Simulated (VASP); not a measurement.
# Ru: single point with PBE

Crystal: Ru.

```
Ru
1.0
     0.00000    0.00000    4.29678
    -5.43997    0.00000    0.00000
     2.71999   -4.71115    0.00000
Ru
8
Direct
  0.25000 0.33333 0.16667
  0.25000 0.33333 0.66667
  0.25000 0.83333 0.16667
  0.25000 0.83333 0.66667
  0.75000 0.16667 0.33333
  0.75000 0.16667 0.83333
  0.75000 0.66667 0.33333
  0.75000 0.66667 0.83333
```

```yaml
Program: VASP 6.6.1
Task: single point
Functional: PBE
Potentials_or_basis: VASP PAW PBE potentials, release 64 (Ru_pv)
Cutoff: 520 eV
k_mesh: 8 × 6 × 6
Occupations: gaussian, width 0.1 eV
Spin: no spin polarisation
Dipole_correction: no
Further_INCAR_settings: ALGO = Fast; EDIFF = 1e-07; NBANDS = 66
```

| Property | Result |
| --- | --- |
| Pressure | -0.2 GPa |
| Band gap on the k mesh | zero (bands 56 and 57 overlap by 1.60 eV) |

Stress tensor (GPa, compression positive):
```
-0.14  0.00  0.00
 0.00 -0.14  0.00
 0.00  0.00 -0.22
```

Levels at points of the mesh, in eV from the Fermi level:
| k point | band 51 | band 52 | band 53 | band 54 | band 55 | band 56 | band 57 | band 58 | band 59 | band 60 |
| --- | --- | --- | --- | --- | --- | --- | --- | --- | --- | --- |
| (0.00, 0.00, 0.00) | -1.51 | -1.51 | -1.40 | -1.40 | 1.13 | 1.13 | 1.27 | 1.35 | 1.35 | 1.35 |
| (0.50, 0.00, 0.00) | 0.41 | 0.41 | 0.41 | 0.41 | 0.41 | 0.41 | 0.50 | 0.50 | 0.50 | 0.50 |
| (0.00, 0.50, 0.00) | -1.52 | -1.52 | -0.89 | -0.89 | -0.64 | -0.64 | -0.37 | -0.37 | 0.06 | 0.06 |
| (0.50, 0.50, 0.00) | -1.59 | -1.59 | -1.39 | -1.39 | -1.39 | -1.39 | 0.49 | 0.49 | 0.49 | 0.49 |

Run time: 3.5 min on 1 thread of Intel(R) Xeon(R) Platinum 8375C CPU @ 2.90GHz (Ice Lake) (shared host), peak memory 0.32 GiB.
